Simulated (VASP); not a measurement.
# Cl (Fd-3m) in VASP: further runs

The runs below take Cl through single point, with PBE.

Everything below comes from runs of VASP 6.6.1. Logs are shortened: lines on timing, memory, paths and dates and some standing lists are left out, and cuts for length are marked.

### Step 1. The cell of the first run

The structure is cubic, space group Fd-3m (No. 227). Conventional cell: a = 5.467 Å, b = 5.467 Å, c = 5.467 Å, α = 90.00°, β = 90.00°, γ = 90.00°. Cl (site symmetry -43m) has 4 Cl at 2.37 Å within 3.1 Å.

### Step 2. Single point, PBE (20.42 Å³/atom)

Input file INCAR:

```
SYSTEM = Cl
ALGO     = Normal         ! electronic algorithm
EDIFF    = 1E-6           ! SCF threshold, eV
ENCUT    = 520            ! plane-wave cutoff, eV
GGA      = PE             ! functional
ISIF     = 2              ! what is computed and relaxed
ISMEAR   = -1             ! smearing method
LASPH    = .TRUE.         ! aspherical terms in the spheres
LCHARG   = .FALSE.        ! write CHGCAR
LREAL    = .FALSE.        ! projectors in reciprocal space
LWAVE    = .FALSE.        ! write WAVECAR
NBANDS   = 14             ! bands
NELM     = 80             ! most SCF steps
PREC     = Accurate       ! precision mode
SIGMA    = 0.1            ! smearing width, eV
```

Input file KPOINTS:

```
k-points
0
G
  11 11 11
  0 0 0
```

Input file POSCAR:

```
Cl
1.0
    0.0000000000      2.7332512072      2.7332512072
    2.7332512072      0.0000000000      2.7332512072
    2.7332512072      2.7332512072      0.0000000000
Cl
2
Direct
   -0.1250000000     -0.1250000000     -0.1250000000
    0.1250000000      0.1250000000      0.1250000000
```

Potentials or basis: VASP PAW PBE potentials, release 64 (Cl).

On the command line:

```console
cat potpaw_PBE.64/Cl/POTCAR > POTCAR
mpirun -np 1 vasp_std > vasp.out
```

OUTCAR:

```text
SYSTEM = Cl
   EDIFF = 1E-6
   ENCUT = 520
   GGA = PE
   ISIF = 2
   ISMEAR = -1
   LASPH = .TRUE.
   LREAL = .FALSE.
   NELM = 80
   PREC = Accurate

 ion  position               nearest neighbor table
   1  0.875  0.875  0.875-   2 2.37   2 2.37   2 2.37   2 2.37
   2  0.125  0.125  0.125-   1 2.37   1 2.37   1 2.37   1 2.37

  LATTYP: Found a face centered cubic cell.
 ALAT       =     5.4665024144

  Lattice vectors:

 A1 = (   0.0000000000,   2.7332512072,   2.7332512072)
 A2 = (   2.7332512072,   0.0000000000,   2.7332512072)
 A3 = (   2.7332512072,   2.7332512072,   0.0000000000)

Analysis of symmetry for initial positions (statically):
=====================================================================
 Subroutine PRICEL returns:
 Original cell was already a primitive cell.

 Routine SETGRP: Setting up the symmetry group for a
 face centered cubic supercell.

 Subroutine GETGRP returns: Found 48 space group operations
 (whereof 12 operations were pure point group operations)
 out of a pool of 48 trial point group operations.

The static configuration has the point symmetry D_3d.
 The point group associated with its full space group is O_h .

Analysis of symmetry for dynamics (positions and initial velocities):
=====================================================================
 Subroutine PRICEL returns:
 Original cell was already a primitive cell.

 Routine SETGRP: Setting up the symmetry group for a
 face centered cubic supercell.

 Subroutine GETGRP returns: Found 48 space group operations
 (whereof 12 operations were pure point group operations)
 out of a pool of 48 trial point group operations.

The dynamic configuration has the point symmetry D_3d.
 The point group associated with its full space group is O_h .

 Subroutine INISYM returns: Found 48 space group operations
 (whereof 12 operations are pure point group operations),
 and found     1 'primitive' translations

----------------------------------------------------------------------------------------

                                     Primitive cell

  volume of cell :      40.8384

  direct lattice vectors                    reciprocal lattice vectors
     0.000000000  2.733251207  2.733251207    -0.182932326  0.182932326  0.182932326
     2.733251207  0.000000000  2.733251207     0.182932326 -0.182932326  0.182932326
     2.733251207  2.733251207  0.000000000     0.182932326  0.182932326 -0.182932326

  length of vectors
     3.865400927  3.865400927  3.865400927     0.316848082  0.316848082  0.316848082

  position of ions in fractional coordinates (direct lattice)
     0.875000000  0.875000000  0.875000000
     0.125000000  0.125000000  0.125000000

  ion indices of the primitive-cell ions
   primitive index   ion index
                 1           1
                 2           2

----------------------------------------------------------------------------------------

 KPOINTS: k-points

Automatic generation of k-mesh.
 Grid dimensions read from file:
 generate k-points for:   11   11   11

 Generating k-lattice:

  Cartesian coordinates                     Fractional coordinates (reciprocal lattice)
    -0.016630211  0.016630211  0.016630211     0.090909091  0.000000000  0.000000000
     0.016630211 -0.016630211  0.016630211     0.000000000  0.090909091  0.000000000
     0.016630211  0.016630211 -0.016630211     0.000000000  0.000000000  0.090909091

  Length of vectors
     0.028804371  0.028804371  0.028804371

  Shift w.r.t. Gamma in fractional coordinates (k-lattice)
     0.000000000  0.000000000  0.000000000

 Subroutine IBZKPT returns following result:
 ===========================================

 Found     56 irreducible k-points:

 Following reciprocal coordinates:
            Coordinates               Weight
  0.000000  0.000000  0.000000      1.000000
  0.090909  0.000000  0.000000      8.000000
  0.181818  0.000000  0.000000      8.000000
  0.272727  0.000000  0.000000      8.000000
  0.363636  0.000000  0.000000      8.000000
  0.454545  0.000000  0.000000      8.000000
[... 16 lines left out ...]
 -0.272727  0.181818  0.000000     24.000000
 -0.181818  0.181818  0.000000     12.000000
 [... further k-points ...]
   k-points           NKPTS =     56   k-points in BZ     NKDIM =     56   number of bands    NBANDS=     14
   number of dos      NEDOS =    301   number of ions     NIONS =      2
   total plane-waves  NPLWV =  27000
   dimension x,y,z NGX =    30 NGY =   30 NGZ =   30
   dimension x,y,z NGXF=    60 NGYF=   60 NGZF=   60
   ions per type =               2
   NGX,Y,Z   is equivalent  to a cutoff of  12.90, 12.90, 12.90 a.u.
   NGXF,Y,Z  is equivalent  to a cutoff of  25.81, 25.81, 25.81 a.u.
 SYSTEM =  Cl
   PREC   = accura    normal or accurate (medium, high low for compatibility)
   ISTART =      0    job   : 0-new  1-cont  2-samecut
   ICHARG =      2    charge: 1-file 2-atom 10-const
   ISPIN  =      1    spin polarized calculation?
   LNONCOLLINEAR =      F non collinear calculations
   LSORBIT =      F    spin-orbit coupling
   LASPH  =      T    aspherical Exc in radial PAW
   ENCUT  =  520.0 eV  38.22 Ry    6.18 a.u.   7.19  7.19  7.19*2*pi/ulx,y,z
   NELM   =     80;   NELMIN=  2; NELMDL= -5     # of ELM steps
   EDIFF  = 0.1E-05   stopping-criterion for ELM
   LREAL  =      F    real-space projection
   EDIFFG = 0.1E-04   stopping-criterion for IOM
   NSW    =      0    number of steps for IOM
   IBRION =     -1    ionic relax: 0-MD 1-quasi-New 2-CG
   NFREE  =      0    steps in history (QN), initial steepest desc. (CG)
   ISIF   =      2    stress and relaxation
   ISYM   =      2    0-nonsym 1-usesym 2-fastsym
   POTIM  = 0.5000    time-step for ionic-motion
   TEBEG  =    0.0;   TEEND  =   0.0 temperature during run
   PSTRESS=    0.0 pullay stress
   NELECT =      14.0000    total number of electrons
   NUPDOWN=      -1.0000    fix difference up-down
   EMIN   =  10.00;   EMAX   =-10.00  energy-range for DOS
   EFERMI =   0.00;   METHOD = LEGACY
   ISMEAR =    -1;   SIGMA  =   0.10  broadening in eV -4-tet -1-fermi 0-gaus
   EFERMI_NEDOS =   21; number of points for ismear=-14 and -15
   IALGO  =     38    algorithm
   IMIX   =      4    mixing-type and parameters
     AMIX     =   0.40;   BMIX     =  1.00
     AMIX_MAG =   1.60;   BMIX_MAG =  1.00
  volume/ion in A,a.u.               =      20.42       137.80
  Fermi-wavevector in a.u.,A,eV,Ry     =   1.145763  2.165177 17.861345  1.312772
  Thomas-Fermi vector in A             =   2.282450
   LORBIT       =      0    0 simple, 1 ext, 2 COOP (PROOUT), +10 PAW based schemes
   GGA     = PE    functional components
   LHFCALC =     F    Hartree Fock is set to
   AEXX    =    0.0000 exact exchange contribution
   IVDW    =     0    specifies the selected vdW correction
   LEPSILON=     F    determine dielectric tensor
   LRPA    =     F    only Hartree local field effects (RPA)
 non-spin polarized calculation
  energy-cutoff  :      520.00
  volume of cell :       40.84
 maximum number of plane-waves:      1115
 NGX is ok and might be reduce to    30
   NGX = 15   NGY = 15   NGZ = 15

 number of electron      13.9999999 magnetization

 Free energy of the ion-electron system (eV)
  ---------------------------------------------------
  ext. energy  EPLUGINS =         0.00000000
  ---------------------------------------------------
  free energy    TOTEN  =        -0.55572401 eV

  energy without entropy =       -0.48073099  energy(sigma->0) =       -0.51822750

 E-fermi :   4.1087     XC(G=0):  -9.2418

 val. band max:        4.0861448843   @ k =  -0.2727   0.3636   0.0909
 cond. band min:       4.1214915224   @ k =   0.4545   0.1818   0.0909
 fundamental gap:      0.0353466381
 Fermi energy:         4.1086896347

 k-point     1 :       0.0000    0.0000    0.0000
  band No.  band energies     occupation
      1     -14.7689      2.00000
      2      -8.2311      2.00000
      3      -1.1875      2.00000
      4      -1.1875      2.00000
      5      -1.1875      2.00000
      6       1.9955      2.00000
      7       1.9955      2.00000
      8       1.9955      2.00000
      9      10.0677      0.00000
     10      13.0229      0.00000
     11      13.0229      0.00000
     12      15.8827      0.00000
     13      15.8827      0.00000
     14      15.8827      0.00000

 k-point     2 :       0.0909    0.0000    0.0000
  band No.  band energies     occupation
      1     -14.6997      2.00000
      2      -8.4167      2.00000
      3      -1.2702      2.00000
      4      -1.2702      2.00000
      5      -1.1934      2.00000
      6       2.1169      2.00000
      7       2.1169      2.00000
      8       2.1208      2.00000
      9      10.3349      0.00000
     10      12.8071      0.00000
     11      12.8071      0.00000
     12      15.6917      0.00000
     13      16.3756      0.00000
     14      16.3756      0.00000

 k-point     3 :       0.1818    0.0000    0.0000
  band No.  band energies     occupation
      1     -14.4986      2.00000
      2      -8.9075      2.00000
      3      -1.4666      2.00000
      4      -1.4666      2.00000
      5      -1.2603      2.00000
      6       2.4133      2.00000
      7       2.4133      2.00000
      8       2.5352      2.00000
      9      10.9813      0.00000
     10      12.5075      0.00000
     11      12.5075      0.00000
     12      15.4023      0.00000
     13      17.3954      0.00000
     14      17.3954      0.00000
[... 324 lines left out ...]
 k-point    23 :      -0.2727    0.1818    0.0000
  band No.  band energies     occupation
      1     -13.7241      2.00000
      2     -10.3426      2.00000
      3      -2.8383      2.00000
      4      -1.8702      2.00000
      5      -0.4352      2.00000
      6       2.8595      1.99999
      7       3.1065      1.99991
      8       3.9923      1.52409
      9      11.6170      0.00000
     10      11.9233      0.00000
     11      12.8827      0.00000
     12      15.9993      0.00000
     13      17.4014      0.00000
     14      17.7644      0.00000

 k-point    24 :      -0.1818    0.1818    0.0000
  band No.  band energies     occupation
      1     -14.0752      2.00000
      2      -9.7558      2.00000
      3      -2.4824      2.00000
      4      -1.6428      2.00000
      5      -0.6398      2.00000
      6       2.5960      2.00000
      7       2.7318      2.00000
      8       3.5807      1.98987
      9      11.7529      0.00000
     10      11.7711      0.00000
     11      12.7719      0.00000
     12      16.5709      0.00000
     13      16.6433      0.00000
     14      18.0938      0.00000

 [... further k-points ...]

------------------------ aborting loop because EDIFF is reached ----------------------------------------

  FORCE on cell =-STRESS in cart. coord.  units (eV):
  Direction    XX          YY          ZZ          XY          YZ          ZX
  --------------------------------------------------------------------------------------
  -------------------------------------------------------------------------------------
  Total        7.0308591      7.0308591      7.0308591      0.0000000     -0.0000000      0.0000000
  in kB      275.8356133    275.8356133    275.8356133      0.0000000     -0.0000000      0.0000000
  external PRESSURE =     275.8356133 kB  Pullay stress =       0.0000000 kB

 VOLUME and BASIS-vectors are now :
 -----------------------------------------------------------------------------
  energy-cutoff  :      520.00
  volume of cell :       40.84
      direct lattice vectors                 reciprocal lattice vectors
     0.000000000  2.733251207  2.733251207    -0.182932326  0.182932326  0.182932326
     2.733251207  0.000000000  2.733251207     0.182932326 -0.182932326  0.182932326
     2.733251207  2.733251207  0.000000000     0.182932326  0.182932326 -0.182932326

 POSITION                                       TOTAL-FORCE (eV/Angst)
 -----------------------------------------------------------------------------------
      4.78319      4.78319      4.78319         0.000000     -0.000000     -0.000000
      0.68331      0.68331      0.68331        -0.000000      0.000000      0.000000
 -----------------------------------------------------------------------------------
    total drift:                               -0.000000      0.000000      0.000000

  FREE ENERGIE OF THE ION-ELECTRON SYSTEM (eV)
  ---------------------------------------------------
  free  energy   TOTEN  =        -0.5557240111 eV

  energy  without entropy=       -0.4807309925  energy(sigma->0) =       -0.51822750
```

Run time: 53 s. Hardware: 1 thread of Intel Xeon Platinum 8375C at 2.90GHz (Ice Lake), shared host; peak memory 0.16 GiB.

What came out:

```yaml
Free_energy: -0.5557 eV
Pressure: 27.6 GPa
Band_gap_on_the_k_mesh: zero (bands 7 and 8 overlap by 2.97 eV)
```

Levels at points of the mesh, in eV from the Fermi level:
```csv
k point,band 4,band 5,band 6,band 7,band 8,band 9,band 10,band 11
"(0.00, 0.00, 0.00)",-5.30,-5.30,-2.11,-2.11,-2.11,5.96,8.91,8.91
```

Caveat: the cell stands under pressure.

### Step 3. Single point, PBE (23.82 Å³/atom)

This run uses another cell than the first one, of 23.82 Å³/atom.

Input file INCAR:

```
PREC     = Accurate       # precision mode
ENCUT    = 520            # plane-wave cutoff, eV
EDIFF    = 1E-7           # SCF threshold, eV
ISMEAR   = -1             # smearing method
SIGMA    = 0.1            # smearing width, eV
LREAL    = F              # projectors in reciprocal space
LASPH    = T              # aspherical terms in the spheres
NELM     = 100            # most SCF steps
ALGO     = Normal         # electronic algorithm
ISIF     = 2              # what is computed and relaxed
LWAVE    = F              # write WAVECAR
LCHARG   = F              # write CHGCAR
GGA      = PE             # functional
NBANDS   = 14             # bands
```

Input file KPOINTS:

```
regular mesh
0
Gamma
  11 11 11
```

Input file POSCAR:

```
Cl
1.0
    0.0000000000      2.8773662493      2.8773662493
    2.8773662493      0.0000000000      2.8773662493
    2.8773662493      2.8773662493      0.0000000000
Cl
2
Direct
   -0.1250000000     -0.1250000000     -0.1250000000
    0.1250000000      0.1250000000      0.1250000000
```

Potentials or basis: VASP PAW PBE potentials, release 64 (Cl).

On the command line:

```console
cat potpaw_PBE.64/Cl/POTCAR > POTCAR
mpirun -np 1 vasp_std > vasp.out
```

Run time: 66 s. Hardware: 1 thread of Intel Xeon Platinum 8375C at 2.90GHz (Ice Lake), shared host; peak memory 0.16 GiB.

It converged, with:

```yaml
Free_energy: -1.4128 eV
Pressure: 14.0 GPa
Band_gap_on_the_k_mesh: zero (bands 7 and 8 overlap by 2.25 eV)
```

Levels at points of the mesh, in eV from the Fermi level:
```tsv
k point	band 5	band 6	band 7	band 8	band 9	band 10
(0.00, 0.00, 0.00)	-4.36	-1.62	-1.62	-1.62	6.13	9.55
```

Caveat: the cell stands under pressure.

[end of part 1 of 2]

The gap in the log of VASP goes by the Fermi energy; the results here count the filled bands.